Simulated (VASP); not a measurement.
Write the native input for VASP 6.6.1 that does the following.

```
Task                   : single point
Functional             : PBEsol
Potentials or basis    : VASP PAW PBE potentials, release 64 (Fe)
Cutoff                 : 520 eV
k mesh                 : 12 × 12 × 12
Occupations            : fermi-dirac, width 0.1 eV
Spin                   : collinear spin, ferromagnetic start
Starting moments       : [2.46] μB
Fixed moment           : 2.46 μB
Hubbard terms          : Fe d U = 5.3 eV
Dipole correction      : no
Further INCAR settings : ALGO = Normal; EDIFF = 1e-06; NBANDS = 14
```

The structure of Fe lies in POSCAR:

```
Fe
1.0
   -1.4455000000      1.4455000000      1.4455000000
    1.4455000000     -1.4455000000      1.4455000000
    1.4455000000      1.4455000000     -1.4455000000
Fe
1
Direct
    0.0000000000      0.0000000000      0.0000000000
```

These files were run (other wordings do the same):

INCAR

```
SYSTEM = Fe
PREC = Accurate ; ENCUT = 520
EDIFF = 1E-6 ; ISMEAR = -1
SIGMA = 0.1 ; LREAL = .False.
LASPH = .True. ; NELM = 150
ALGO = Normal ; ISIF = 2
LWAVE = .False. ; LCHARG = .False.
ISPIN = 2 ; MAGMOM = 2.46
LORBIT = 11 ; NUPDOWN = 2.46
LMAXMIX = 4 ; LDAU = .True.
LDAUTYPE = 2 ; LDAUL = 2
LDAUU = 5.3 ; LDAUJ = 0
LDAUPRINT = 1 ; GGA = PS
NBANDS = 14
```

KPOINTS

```
Automatic mesh
0
Gamma
  12 12 12
  0 0 0
```

Potentials or basis: VASP PAW PBE potentials, release 64 (Fe).

The run is started by

```bash
$ cat potpaw_PBE.64/Fe/POTCAR > POTCAR
$ mpirun -np 1 vasp_std > vasp.out
```

Results of the run:

* Pressure: -7.4 GPa
* Net moment: 2.46 μB per cell
* Site moments: Fe +2.63 μB
* Valence electrons inside the program's atomic spheres: Fe 7.24

Caveat: the PAW data sets were made with another functional, which shifts forces and pressure a little; the total moment is fixed, so each spin has its own Fermi level; the U is typed as a test and isn't derived for this compound.

It took 45 s on 1 thread of Intel Xeon 8259CL, on a shared host, peak memory 0.14 GiB.
